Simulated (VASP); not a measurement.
# Si (a cell with a defect) in VASP: single point with PBE

Aim: the single point of Si (a cell with a defect) with PBE.

Everything below comes from runs of VASP 6.6.1. Logs are shortened: lines on timing, memory, paths and dates and some standing lists are left out, and cuts for length are marked.

## (1) The cell of the first run

The cell holds a defect, 63 atoms: a = 10.860 Å, b = 10.860 Å, c = 10.860 Å, α = 90.00°, β = 90.00°, γ = 90.00°.

## (2) Single point, PBE, collinear spin, zero start

The input, INCAR:

```
PREC     = Accurate       # precision mode
ENCUT    = 520            # plane-wave cutoff, eV
EDIFF    = 1E-7           # SCF threshold, eV
ISMEAR   = -1             # smearing method
SIGMA    = 0.05           # smearing width, eV
LREAL    = Auto         
LASPH    = True           # aspherical terms in the spheres
NELM     = 150            # most SCF steps
ALGO     = Normal         # electronic algorithm
ISIF     = 2              # what is computed and relaxed
LWAVE    = False          # write WAVECAR
LCHARG   = False          # write CHGCAR
ISPIN    = 2              # spin polarisation
MAGMOM   = 0 0 0 0 0 0 0 0 0 0 0 0 0 0 0 0 0 0 0 0 0 0 0 0 0 0 0 0 0 0 0 0 0 0 0 0 0 0 0 0 0 0 0 0 0 0 0 0 0 0 0 0 0 0 0 0 0 0 0 0 0 0 0 # initial moments
LORBIT   = 11             # projections on sites
GGA      = PE             # functional
NELECT   = 251.0        
NBANDS   = 167            # bands
```

The input, KPOINTS:

```
regular mesh
0
Gamma
  1 1 1
```

The input, POSCAR:

```
Si
1.0
   10.8600000000      0.0000000000      0.0000000000
    0.0000000000     10.8600000000      0.0000000000
    0.0000000000      0.0000000000     10.8600000000
Si
63
Direct
    0.4998576427      0.0002463168     -0.0005006446
    0.6247278085      0.1255136280      0.1247405157
    0.7505798343      0.2494994475      0.0004023020
    0.8768157459      0.3764206262      0.1266918048
    0.7505614180      0.0011792818      0.2487255064
    0.8768697974      0.1274432781      0.3756337937
   -0.0010529466      0.0011544199      0.0003583794
    0.1258134438      0.1273930939      0.1266589319
    0.2495034991      0.2505086556     -0.0006203499
    0.3726709024      0.3741563536      0.1266593923
    0.4989298343      0.5011546961      0.0004838858
    0.6247535912      0.6252267956      0.1247904236
    0.7496456722      0.7504267035     -0.0005290055
    0.8749050645      0.8753505525      0.1247060773
    0.2495090239      0.0002028545      0.2498490792
    0.3726395948      0.1274423573      0.3735552486
    0.4999104972      0.2505619705      0.2498842541
    0.6247477901      0.3753696133      0.3746214549
    0.7495951197      0.5000930018      0.2498597606
    0.8768117864      0.6233104052      0.3735153775
    0.4989465009      0.0012309392      0.5003938306
    0.6247874770      0.1255346225      0.6244508287
    0.7496670350      0.2506329650      0.4993230203
    0.8768594843      0.3743356354      0.6225125230
    0.7496308471      0.0001717311      0.7496667587
    0.8748794659      0.1254662983      0.8745272560
   -0.0000730203      0.5000638122     -0.0006177716
    0.1235522099      0.6232397790      0.1266418969
    0.2505749540      0.7494996317      0.0004972376
    0.3746236648      0.8753678637      0.1247681400
    0.0029712707      0.2535570902      0.2527407919
    0.2466907919      0.4972893186      0.2526200737
    0.3726760589      0.6232210866      0.3757445672
    0.4989028545      0.7495256906      0.2488089319
    0.6247702578      0.8753647330      0.3746355433
    0.0000288214      0.0002167587      0.4993313996
    0.1237200737      0.1275149171      0.6224077348
    0.2464281768      0.2537876611      0.4961734807
    0.3726064457      0.3764488950      0.6224769797
    0.4999526703      0.5001326888      0.4994290055
    0.6247557090      0.6252648250      0.6244986188
    0.7506078269      0.7495200737      0.5004105893
    0.8749351750      0.8753488029      0.6244270718
    0.2505457643      0.0012091160      0.7487037753
    0.3746352670      0.1254494475      0.8745325046
    0.4988689687      0.2495678637      0.7486943831
    0.6247240331      0.3753293738      0.8746102210
    0.7505435543      0.5011342541      0.7487405157
    0.8748531308      0.6251821363      0.8745366483
   -0.0000001842      0.7505191529      0.2498351750
    0.1247957643      0.8753350829      0.3745910681
    0.0029065378      0.4973891344      0.4965128913
    0.1259236648      0.6233662063      0.6225750460
    0.2496133517      0.7505793738      0.4993726519
    0.3746825046      0.8754071823      0.6244897790
    0.0000047882      0.2505779926      0.7496642726
    0.1247300184      0.3752986188      0.8745842541
    0.2495159300      0.5000997238      0.7498052486
    0.3745978821      0.6251858195      0.8746761510
    0.4998368324      0.7504361878      0.7497633517
    0.6247375691      0.8753461326      0.8746366483
   -0.0010498158      0.7494762431      0.7487243094
    0.1247607735      0.8753028545      0.8745697053
```

Potentials or basis: VASP PAW PBE potentials, release 64 (Si).

Run with:

```sh
$ cat potpaw_PBE.64/Si/POTCAR > POTCAR
$ mpirun -np 1 vasp_gam > vasp.out
```

OUTCAR:

```text
PREC = Accurate
   ENCUT = 520
   EDIFF = 1E-7
   ISMEAR = -1
   LREAL = Auto
   LASPH = True
   NELM = 150
   ISIF = 2
   ISPIN = 2
   LORBIT = 11
   GGA = PE
   NELECT = 251.0

 ion  position               nearest neighbor table
   1  0.500  0.000  0.999-  61 2.35   2 2.35  30 2.35  45 2.35
   2  0.625  0.126  0.125-   5 2.35   3 2.35  17 2.35   1 2.35
   3  0.751  0.249  0.000-   2 2.35  26 2.35  47 2.37   4 2.38
   4  0.877  0.376  0.127-  19 2.35  27 2.35  31 2.35   3 2.38
   5  0.751  0.001  0.249-   2 2.35  14 2.35  35 2.37   6 2.38
   6  0.877  0.127  0.376-  23 2.35  36 2.35  31 2.35   5 2.38
[... 43 lines left out ...]
  50  1.000  0.751  0.250-  28 2.35  20 2.35  51 2.35  14 2.35
  51  0.125  0.875  0.375-  15 2.35  54 2.35  50 2.35  36 2.35
  52  0.003  0.497  0.497-  20 2.35  53 2.35  24 2.35
  53  0.126  0.623  0.623-  58 2.35  54 2.35  52 2.35  62 2.38
  54  0.250  0.751  0.499-  33 2.35  53 2.35  51 2.35  55 2.35
  55  0.375  0.875  0.624-  44 2.35  21 2.35  54 2.35  60 2.35
  56  0.000  0.251  0.750-  37 2.35  24 2.35  57 2.35  26 2.35
  57  0.125  0.375  0.875-   9 2.35  56 2.35  58 2.35  27 2.35
  58  0.250  0.500  0.750-  39 2.35  53 2.35  57 2.35  59 2.35
  59  0.375  0.625  0.875-  29 2.35  11 2.35  58 2.35  60 2.35
  60  0.500  0.750  0.750-  61 2.35  41 2.35  55 2.35  59 2.35
  61  0.625  0.875  0.875-   1 2.35  13 2.35  60 2.35  25 2.35
  62  0.999  0.749  0.749-  43 2.35  49 2.35  63 2.37  53 2.38
  63  0.125  0.875  0.875-   7 2.37  62 2.37  29 2.37  44 2.37

  LATTYP: Found a simple cubic cell.
 ALAT       =    10.8600000000

  Lattice vectors:

 A1 = (  10.8600000000,   0.0000000000,   0.0000000000)
 A2 = (   0.0000000000,  10.8600000000,   0.0000000000)
 A3 = (   0.0000000000,   0.0000000000,  10.8600000000)

Analysis of symmetry for initial positions (statically):
=====================================================================
 Subroutine PRICEL returns:
 Original cell was already a primitive cell.

 Routine SETGRP: Setting up the symmetry group for a
 simple cubic supercell.

 Subroutine GETGRP returns: Found  1 space group operations
 (whereof  1 operations were pure point group operations)
 out of a pool of 48 trial point group operations.

The static configuration has the point symmetry C_1 .

Analysis of symmetry for dynamics (positions and initial velocities):
=====================================================================
 Subroutine PRICEL returns:
 Original cell was already a primitive cell.

 Routine SETGRP: Setting up the symmetry group for a
 simple cubic supercell.

 Subroutine GETGRP returns: Found  1 space group operations
 (whereof  1 operations were pure point group operations)
 out of a pool of 48 trial point group operations.

The dynamic configuration has the point symmetry C_1 .

Analysis of structural, dynamic, and magnetic symmetry:
=====================================================================
 Subroutine PRICEL returns:
 Original cell was already a primitive cell.

 Routine SETGRP: Setting up the symmetry group for a
 simple cubic supercell.

 Subroutine GETGRP returns: Found  1 space group operations
 (whereof  1 operations were pure point group operations)
 out of a pool of 48 trial point group operations.

The overall configuration has the point symmetry C_1 .

 Subroutine INISYM returns: Found  1 space group operations
 (whereof  1 operations are pure point group operations),
 and found     1 'primitive' translations

----------------------------------------------------------------------------------------

                                     Primitive cell

[... 189 lines left out ...]
   LREAL  =      T    real-space projection
   EDIFFG = 0.1E-05   stopping-criterion for IOM
   NSW    =      0    number of steps for IOM
   IBRION =     -1    ionic relax: 0-MD 1-quasi-New 2-CG
   NFREE  =      0    steps in history (QN), initial steepest desc. (CG)
   ISIF   =      2    stress and relaxation
   ISYM   =      2    0-nonsym 1-usesym 2-fastsym
   POTIM  = 0.5000    time-step for ionic-motion
   TEBEG  =    0.0;   TEEND  =   0.0 temperature during run
   PSTRESS=    0.0 pullay stress
   NELECT =     251.0000    total number of electrons
   NUPDOWN=      -1.0000    fix difference up-down
   EMIN   =  10.00;   EMAX   =-10.00  energy-range for DOS
   EFERMI =   0.00;   METHOD = LEGACY
   ISMEAR =    -1;   SIGMA  =   0.05  broadening in eV -4-tet -1-fermi 0-gaus
   EFERMI_NEDOS =   21; number of points for ismear=-14 and -15
   IALGO  =     38    algorithm
   IMIX   =      4    mixing-type and parameters
     AMIX     =   0.40;   BMIX     =  1.00
     AMIX_MAG =   1.60;   BMIX_MAG =  1.00
  volume/ion in A,a.u.               =      20.33       137.20
  Fermi-wavevector in a.u.,A,eV,Ry     =   0.950903  1.796946 12.302614  0.904217
  Thomas-Fermi vector in A             =   2.079323
   LORBIT       =     11    0 simple, 1 ext, 2 COOP (PROOUT), +10 PAW based schemes
   GGA     = PE    functional components
   LHFCALC =     F    Hartree Fock is set to
   AEXX    =    0.0000 exact exchange contribution
   IVDW    =     0    specifies the selected vdW correction
   LEPSILON=     F    determine dielectric tensor
   LRPA    =     F    only Hartree local field effects (RPA)
 spin polarized calculation
  energy-cutoff  :      520.00
  volume of cell :     1280.82
 maximum number of plane-waves:     17229
 NGX is ok and might be reduce to    84
   NGX = 41   NGY = 41   NGZ = 41

 number of electron     250.9999984 magnetization       0.0001769

 number of electron     250.9999985 magnetization      -0.0023681

 Free energy of the ion-electron system (eV)
  ---------------------------------------------------
  ext. energy  EPLUGINS =         0.00000000
  ---------------------------------------------------
  free energy    TOTEN  =      -338.31071139 eV

  energy without entropy =     -338.16506019  energy(sigma->0) =     -338.23788579

 E-fermi :   6.2160     XC(G=0):  -9.3186

 val. band max:        5.4115759489   @ k =   0.0000   0.0000   0.0000
 cond. band min:       6.2982552812   @ k =   0.0000   0.0000   0.0000
 fundamental gap:      0.8866793323
 Fermi energy:         6.2159771835

 spin component 1

 k-point     1 :       0.0000    0.0000    0.0000
  band No.  band energies     occupation
      1      -6.2029      1.00000
      2      -5.1503      1.00000
      3      -5.1495      1.00000
      4      -5.1494      1.00000
      5      -5.1483      1.00000
      6      -5.1482      1.00000
[... 129 lines left out ...]
    136       6.8794      0.00000
    137       6.9177      0.00000
 Fermi energy:         6.2159771835

 spin component 2

 k-point     1 :       0.0000    0.0000    0.0000
  band No.  band energies     occupation
      1      -6.2029      1.00000
      2      -5.1503      1.00000
      3      -5.1495      1.00000
      4      -5.1494      1.00000
      5      -5.1483      1.00000
      6      -5.1483      1.00000
[... 129 lines left out ...]
    136       6.8793      0.00000
    137       6.9177      0.00000
 [bands above 137 left out]

------------------------ aborting loop because EDIFF is reached ----------------------------------------

  FORCE on cell =-STRESS in cart. coord.  units (eV):
  Direction    XX          YY          ZZ          XY          YZ          ZX
  --------------------------------------------------------------------------------------
  -------------------------------------------------------------------------------------
  Total        6.5217885      6.5166425      6.5052876     -0.0359208      0.0561794     -0.0177583
  in kB        8.1580774      8.1516402      8.1374364     -0.0449331      0.0702745     -0.0222138
  external PRESSURE =       8.1490513 kB  Pullay stress =       0.0000000 kB

 VOLUME and BASIS-vectors are now :
 -----------------------------------------------------------------------------
  energy-cutoff  :      520.00
  volume of cell :     1280.82
      direct lattice vectors                 reciprocal lattice vectors
    10.860000000  0.000000000  0.000000000     0.092081031  0.000000000  0.000000000
     0.000000000 10.860000000  0.000000000     0.000000000  0.092081031  0.000000000
     0.000000000  0.000000000 10.860000000     0.000000000  0.000000000  0.092081031

 POSITION                                       TOTAL-FORCE (eV/Angst)
 -----------------------------------------------------------------------------------
      5.42845      0.00268     10.85456        -0.002895      0.003654     -0.003240
      6.78454      1.36308      1.35468         0.004274     -0.002451     -0.000244
      8.15130      2.70956      0.00437         0.005344     -0.003018      0.003343
      9.52222      4.08793      1.37587        -0.003072      0.006142     -0.005177
      8.15110      0.01281      2.70116         0.005837      0.001743      0.002187
      9.52281      1.38403      4.07938        -0.002831     -0.003756      0.004853
[... 55 lines left out ...]
     10.84860      8.13931      8.13115        -0.005446      0.002678      0.003216
      1.35490      9.50579      9.49783         0.003385      0.000251      0.001506
 -----------------------------------------------------------------------------------
    total drift:                                0.024757     -0.023034      0.025819

  FREE ENERGIE OF THE ION-ELECTRON SYSTEM (eV)
  ---------------------------------------------------
  free  energy   TOTEN  =      -338.3107113901 eV

  energy  without entropy=     -338.1650601865  energy(sigma->0) =     -338.23788579

 total charge

# of ion       s       p       d       tot
------------------------------------------
    1        0.740   0.952   0.000   1.692
    2        0.738   0.957   0.000   1.695
    3        0.744   0.939   0.000   1.683
    4        0.741   0.944   0.000   1.685
    5        0.744   0.939   0.000   1.683
    6        0.741   0.944   0.000   1.685
[... 55 lines left out ...]
   62        0.744   0.939   0.000   1.683
   63        0.748   0.932   0.000   1.680
--------------------------------------------------
tot         46.839  59.420   0.000 106.259

 magnetization (x)

# of ion       s       p       d       tot
------------------------------------------
    1        0.000  -0.000   0.000  -0.000
    2        0.000  -0.000   0.000  -0.000
    3       -0.000  -0.000   0.000  -0.000
    4       -0.000  -0.000   0.000  -0.000
    5       -0.000  -0.000   0.000  -0.000
    6       -0.000  -0.000   0.000  -0.000
[... 55 lines left out ...]
   62       -0.000  -0.000   0.000  -0.000
   63        0.000  -0.000   0.000  -0.000
--------------------------------------------------
tot         -0.000  -0.001   0.000  -0.001
```

It took 28 min on 1 thread of Intel Xeon 8259CL, shared host; peak memory 1.5 GiB.

Results:

```
Free energy                                           : -338.3107 eV
Largest force                                         : 0.010 eV/Å
Net moment                                            : 0.00 μB per cell
Valence electrons inside the program's atomic spheres : Si 1.69, 1.70, 1.68, 1.63 (each value once)
```

Forces in eV/Å, atoms in the order of the input:
```
Si  -0.003  0.004 -0.003
Si   0.004 -0.002  0.000
Si   0.005 -0.003  0.003
Si  -0.003  0.006 -0.005
Si   0.006  0.002  0.002
Si  -0.003 -0.004  0.005
Si  -0.005  0.004  0.004
Si   0.007 -0.002 -0.003
Si  -0.001  0.003 -0.002
Si   0.002 -0.003 -0.003
Si  -0.002  0.002  0.003
Si   0.000 -0.003 -0.001
Si   0.001  0.002  0.001
Si   0.000 -0.001  0.001
Si  -0.003  0.000 -0.002
Si   0.000  0.001 -0.007
Si   0.000  0.004 -0.001
Si   0.002 -0.003  0.002
Si  -0.007  0.003 -0.003
Si  -0.001  0.001 -0.010
Si  -0.001  0.002  0.008
Si  -0.002 -0.001 -0.002
Si  -0.006 -0.001  0.000
Si  -0.001 -0.008 -0.001
Si  -0.003  0.008 -0.003
Si   0.002 -0.002  0.004
Si   0.000  0.001 -0.005
Si  -0.002  0.003 -0.002
Si   0.002 -0.001  0.000
Si   0.000 -0.005  0.002
Si   0.000 -0.002  0.000
Si  -0.002 -0.003 -0.001
Si   0.005  0.006  0.003
Si   0.000 -0.003  0.001
Si   0.000 -0.002 -0.003
Si   0.000 -0.001 -0.004
Si  -0.004 -0.003  0.001
Si   0.000 -0.007  0.004
Si   0.003  0.008  0.003
Si  -0.001 -0.001 -0.005
Si   0.004 -0.002  0.000
Si   0.002  0.000  0.006
Si   0.000 -0.003  0.002
Si   0.002  0.000  0.000
Si  -0.002  0.001 -0.002
Si   0.002 -0.005  0.002
Si   0.000 -0.001  0.000
Si   0.002  0.003  0.002
Si   0.002 -0.001  0.002
Si  -0.003  0.007 -0.002
Si  -0.001 -0.001  0.003
Si   0.000 -0.003  0.001
Si   0.009 -0.002 -0.001
Si  -0.005  0.001 -0.001
Si   0.000  0.001 -0.001
Si  -0.002  0.004  0.005
Si   0.001 -0.001  0.001
Si  -0.005  0.001 -0.001
Si   0.003 -0.002  0.002
Si  -0.003  0.006 -0.002
Si   0.003 -0.004  0.000
Si  -0.005  0.003  0.003
Si   0.003  0.000  0.002
```

Caveat: the k points lie up to 0.58 Å⁻¹ apart; the cell carries a net charge on a neutralising background, which shifts energy and pressure; the cell is charged against a uniform background, so pressure and absolute levels hang on convention; no moment was typed at the start, so none could form.
